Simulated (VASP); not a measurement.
Mo: single point with PBEsol

Mo:

```
Mo
1.0
     2.73551    0.01368    0.00000
    -1.35591    2.36218    0.00000
     0.00000    0.00000    2.55518
Mo
1
Direct
  0.00000 0.00000 0.50000
```

This isn't the form of Mo at room conditions, which is bcc.

| Quantity | Value |
| --- | --- |
| Program | VASP 6.6.1 |
| Task | single point |
| Functional | PBEsol |
| Potentials or basis | VASP PAW PBE potentials, release 64 (Mo_sv) |
| Cutoff | 520 eV |
| k mesh | 14 × 14 × 13 |
| Occupations | fermi-dirac, width 0.1 eV |
| Spin | no spin polarisation |

```
Pressure               : -3.0 GPa
Band gap on the k mesh : zero (bands 7 and 8 overlap by 1.78 eV)
```

Stress tensor (GPa, compression positive):
```
-0.82  0.47  0.00
 0.47 -0.78  0.00
 0.00  0.00 -7.32
```

Levels at points of the mesh, in eV from the Fermi level:
```
           k point  band 3  band 4  band 5  band 6  band 7  band 8  band 9  band 10  band 11  band 12
(0.00, 0.00, 0.00)  -34.21  -34.15   -6.79   -4.28   -0.99   -0.77    4.14     4.18    13.02    15.76
(0.50, 0.00, 0.00)  -34.52  -34.00   -4.90   -3.11    1.00    1.02    3.52     4.44    10.10    13.59
(0.00, 0.50, 0.00)  -34.54  -33.99   -4.91   -3.09    1.01    1.07    3.48     4.46    10.19    13.45
(0.50, 0.50, 0.00)  -34.56  -33.99   -4.92   -3.06    1.00    1.13    3.44     4.49    10.27    13.31
```

Run time: 37 s on 1 thread of Intel(R) Xeon(R) 6975P-C (Granite Rapids), with other jobs on the host, peak memory 0.24 GiB.

Caveat: the stress differs along the axes, from -7 to -1 GPa; the PAW data sets were made with another functional, which shifts forces and pressure a little.
